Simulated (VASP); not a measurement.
Na2W5, 7 atoms in the cell. It takes space group P4/mmm (No. 123, tetragonal). Conventional cell: a = 4.213 Å, b = 4.213 Å, c = 8.412 Å, α = 90.00°, β = 90.00°, γ = 90.00°. Within 3.6 Å of Na (site symmetry 4/mmm) lie 14 W at 2.72 to 3.41 Å. Within 3.4 Å of Na (site symmetry 4/mmm) lie 10 W at 2.56 to 3.33 Å. Within 3.6 Å of W (site symmetry 4mm) lie 5 Na at 2.72 to 3.33 Å and 5 W at 2.98 to 3.16 Å. W (site symmetry 4mm) has 1 W at 1.65 Å within 2.2 Å. Within 2.2 Å of W (site symmetry 4/mmm) lie 2 W at 1.65 Å. The cell was built from a structure type or drawn by symmetry, and may not be a known phase.

| Quantity | Value |
| --- | --- |
| Program | VASP 6.6.1 |
| Task | single point |
| Functional | PBE |
| Potentials or basis | VASP PAW PBE potentials, release 64 (Na_pv, W_sv) |
| Cutoff | 520 eV |
| k mesh | 4 × 4 × 2 |
| Occupations | gaussian, width 0.1 eV |
| Spin | no spin polarisation |
| Dipole correction | no |
| Further INCAR settings | ALGO = Normal; EDIFF = 1e-06; NBANDS = 51 |

Potentials or basis: VASP PAW PBE potentials, release 64 (Na_pv, W_sv).

The run is started by

```sh
$ cat potpaw_PBE.64/Na_pv/POTCAR potpaw_PBE.64/W_sv/POTCAR > POTCAR
$ mpirun -np 1 vasp_std > vasp.out
```

Hardware: 1 thread of Intel(R) Xeon(R) 6975P-C (Granite Rapids), with other jobs on the host.

Problem. How long does it take, and how much memory?

Solution. It took 46 s on 1 thread of Intel(R) Xeon(R) 6975P-C (Granite Rapids), on a shared host, peak memory 0.27 GiB. Counts: scf iterations 18, k points 12.
